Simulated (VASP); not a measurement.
Wanted: the native input for a VASP 6.6.1 run.

```
Task                   : single point
Functional             : PBE
Dispersion             : D3(BJ)
Potentials or basis    : VASP PAW PBE potentials, release 64 (H, C, Cl)
Cutoff                 : 520 eV
k mesh                 : 2 × 2 × 1
Occupations            : fermi-dirac, width 0.05 eV
Spin                   : collinear spin
Starting moments       : [0.0, 0.0, 0.0, 0.0, 0.0, 0.0, 0.0, 0.0, 0.0, 0.0, 0.0, 0.0, 0.01, 0.0, 0.0, 0.0, 0.03, 0.03, 0.0, 0.0, 0.01, 0.0, 0.0, 0.0, 0.02, 0.0, 0.01, 0.37, 0.02] μB
Dipole correction      : no
Further INCAR settings : LREAL = Auto; ALGO = Normal; EDIFF = 1e-07; NBANDS = 72
```

The structure of H8C20Cl lies in POSCAR:

```
H8C20Cl
1.0
    5.0487420000      0.0000000000      0.0000000000
    0.0000000000      5.0487420000      0.0000000000
    0.0000000000      0.0000000000     15.1647000000
H C Cl
8 20 1
Direct
    0.4277897346      0.0000000000      0.0659426167
    0.0722160095      0.0000000000      0.0659426167
    0.9277954786      0.0000000000      0.0659426167
    0.5722217535      0.0000000000      0.0659426167
    0.4277897346      0.5000057440      0.0659426167
    0.0722160095      0.5000057440      0.0659426167
    0.9277954786      0.5000057440      0.0659426167
    0.5722217535      0.5000057440      0.0659426167
    0.2500028720      0.0000000000      0.1077963956
    0.7500086160      0.0000000000      0.1077963956
    0.2500028720      0.5000057440      0.1077963956
    0.7500086160      0.5000057440      0.1077963956
    0.2500028720      0.2500028720      0.1666501810
    0.7500086160      0.2500028720      0.1666501810
    0.2500028720      0.7500086160      0.1666501810
    0.7500086160      0.7500086160      0.1666501810
   -0.0015845531      0.2591140526      0.2204857333
    0.5074729507      0.2419414579      0.2170237459
   -0.0034067893      0.7527221633      0.2287153719
    0.4937863729      0.7494144086      0.2286758063
   -0.0081604487      0.0160832144      0.2843775347
    0.4948955601      0.0212330121      0.2875295917
   -0.0022381813      0.4928950618      0.2854985592
    0.4954303468      0.4950540154      0.2833752069
    0.2466951173      0.1196931830      0.3282491576
    0.7372331563      0.0942809120      0.3382262755
    0.2493294369      0.3954846574      0.3266863176
    0.7434129136      0.4081610825      0.3316386081
    0.7181392909     -0.0674821569      0.4452379539
```

These files were run (other wordings do the same):

INCAR

```
PREC = Accurate ; ENCUT = 520
EDIFF = 1E-7 ; ISMEAR = -1
SIGMA = 0.05 ; LREAL = Auto
LASPH = True ; NELM = 150
ALGO = Normal ; ISIF = 2
LWAVE = False ; LCHARG = False
ISPIN = 2 ; MAGMOM = 0 0 0 0 0 0 0 0 0 0 0 0 0.01 0 0 0 0.03 0.03 0 0 0.01 0 0 0 0.02 0 0.01 0.37 0.02
LORBIT = 11 ; GGA = PE
IVDW = 12 ; NBANDS = 72
```

KPOINTS

```
regular mesh
0
Gamma
  2 2 1
```

Potentials or basis: VASP PAW PBE potentials, release 64 (H, C, Cl).

Launch:

```sh
$ cat potpaw_PBE.64/H/POTCAR potpaw_PBE.64/C/POTCAR potpaw_PBE.64/Cl/POTCAR > POTCAR
$ mpirun -np 1 vasp_std > vasp.out
```

It gave:

```
Largest force                                         : 8.978 eV/Å
Band gap on the k mesh                                : 1.05 eV (least direct gap 1.10 eV)
Net moment                                            : 1.00 μB per cell
Site moments                                          : H +0.00; C +0.00, -0.00, +0.01, +0.03, +0.04, +0.02, +0.43 (each value once); Cl +0.03 μB
Valence electrons inside the program's atomic spheres : H 0.84; C 2.68, 2.60, 2.66, 2.53, 2.52, 2.61, 2.62, 2.50, 2.58, 2.57, 2.59, 2.45 (each value once); Cl 5.10
Dispersion energy per atom                            : -0.115 eV
```

Caveat: the k points lie up to 0.62 Å⁻¹ apart; there is no dipole correction, which matters where the two faces differ.

It took 9.3 min on 1 thread of Intel(R) Xeon(R) Platinum 8259CL CPU @ 2.50GHz (Skylake/Cascade Lake), with other jobs on the host, peak memory 0.66 GiB.
